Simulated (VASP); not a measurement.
Here is a VASP 6.6.1 calculation.

INCAR

```
SYSTEM = NdTl2P3
PREC = Accurate
ENCUT = 500
EDIFF = 1E-6
ISMEAR = 0
SIGMA = 0.2
LREAL = .FALSE.
LASPH = .TRUE.
NELM = 200
ALGO = Normal
ISIF = 2
LWAVE = .FALSE.
LCHARG = .FALSE.
GGA = PE
NBANDS = 35
GGA_COMPAT = .FALSE.
LMAXMIX = 6
```

File KPOINTS:

```
regular mesh
0
G
  4 4 2
  0 0 0
```

Contents of POSCAR:

```
NdTl2P3
1.0
    5.6333601207      0.0000000000      0.0000000000
    0.0000000000      5.6333601207      0.0000000000
    0.0000000000      0.0000000000      5.1480135039
Nd Tl P
1 2 3
Direct
    0.0000000000      0.0000000000      0.0000000000
    0.0000000000      0.5000000000      0.5000000000
    0.5000000000      0.0000000000      0.5000000000
    0.5000000000      0.5000000000      0.0000000000
    0.0000000000      0.5000000000      0.0000000000
    0.5000000000      0.0000000000      0.0000000000
```

Potentials or basis: VASP PAW PBE potentials, release 64 (Nd_3, Tl_d, P), 4f in core.

Launch:

```console
$ cat potpaw_PBE.64/Nd_3/POTCAR potpaw_PBE.64/Tl_d/POTCAR potpaw_PBE.64/P/POTCAR > POTCAR
$ mpirun -np 1 vasp_std > vasp.out
```

Problem. What does it give for the band gap on the k mesh?

Solution. Zero (bands 26 and 27 overlap by 1.20 eV).

Problem. What does it give for the pressure?

Solution. 0.4 GPa.

Stress tensor (GPa, compression positive):
```
 0.63  0.00  0.00
 0.00  0.63  0.00
 0.00  0.00 -0.10
```

Caveat: the k points lie up to 0.61 Å⁻¹ apart, too coarse for converged energies and pressures of a metal; spin-orbit coupling is left out, which moves the levels of the heavy elements; the 4f electrons are frozen in the core, so they carry no moment and show no levels. Spin polarisation is off, so any magnetic state and its effect on volume and gap are missing.
